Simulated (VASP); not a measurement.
## Hg: single point with PBEsol

The system is Hg.

```
CELL_PARAMETERS angstrom
2.86536 0.00000 0.00000
0.00000 2.86536 0.00000
0.00000 0.00000 2.86536
ATOMIC_POSITIONS crystal
Hg 0.00000 0.00000 0.00000
```

```yaml
Program: VASP 6.6.1
Task: single point
Functional: PBEsol
Potentials_or_basis: VASP PAW PBE potentials, release 64 (Hg)
Cutoff: 520 eV
k_mesh: 12 × 12 × 12
Occupations: fermi-dirac, width 0.1 eV
Spin: no spin polarisation
```

```json
{
 "Pressure": "5.3 GPa",
 "Band gap on the k mesh": "zero (bands 6 and 7 overlap by 7.49 eV)"
}
```

Levels at points of the mesh, in eV from the Fermi level:
```tsv
k point	band 3	band 4	band 5	band 6	band 7	band 8	band 9	band 10
(0.00, 0.00, 0.00)	-8.72	-5.97	-5.97	-5.97	10.73	10.73	10.73	14.61
(0.50, 0.00, 0.00)	-6.85	-6.85	-5.89	-2.52	-2.41	14.75	15.22	15.22
(0.50, 0.50, 0.00)	-6.71	-6.71	-5.20	1.26	1.26	1.48	7.71	18.58
(0.50, 0.50, 0.50)	-8.09	-5.15	-5.15	5.08	5.08	5.08	6.29	8.51
```

Run time: 12 s on 1 thread of Intel(R) Xeon(R) Platinum 8259CL CPU @ 2.50GHz (Skylake/Cascade Lake), with other jobs on the host, peak memory 0.15 GiB.

Caveat: the cell stands under pressure; the PAW data sets were made with another functional, which shifts forces and pressure a little; spin-orbit coupling is left out, which moves the levels of the heavy elements.
